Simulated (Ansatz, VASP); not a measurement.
## One calculation of PtSe2, two programs

```xyz
3
Lattice="3.7970 0.0000 0.0000 -1.8985 3.2883 0.0000 0.0000 0.0000 4.9172" Properties=species:S:1:pos:R:3 pbc="T T T"
Pt    0.0000    0.0000    0.0000
Se    1.8985    1.0961    3.6649
Se    0.0000    2.1922    1.2524
```

Change from the starting cell: equal strain along all axes, cell held, atoms relaxed: +1.0 %.

Alike in both runs: functional PBEsol; k mesh 18 × 18 × 12; occupations gaussian, width 0.1 eV; no spin polarisation.

Ansatz relaxed the structure, and its values are those at the end. VASP's run is a single point on that final structure, the one shown.

```csv
,VASP,Ansatz
version,VASP 6.6.1,Ansatz 0.2.0
potentials or method,"VASP PAW PBE potentials, release 64 (Pt, Se), cutoff 520 eV","scalar-relativistic, plane waves, PAW"
valence electrons in the cell,22,50
```

```tsv
	VASP	Ansatz	Ansatz less VASP
gap on the k mesh at the Fermi level (eV)	none	none	-
pressure (GPa)	-2.0	-2.1	-0.06
rms of the force components (eV/Å)	0.008	0.002	-0.0062
```

VASP's potentials were made for PBE, not for PBEsol. A gap of «none» marks a metal or a gap that the smearing closes. VASP's potentials hold 22 valence electrons a cell and Ansatz's 50, so a difference there can come from the potentials and not from the codes. Ansatz's warnings: stress scf threshold loose.

Neither program's run includes spin-orbit coupling.
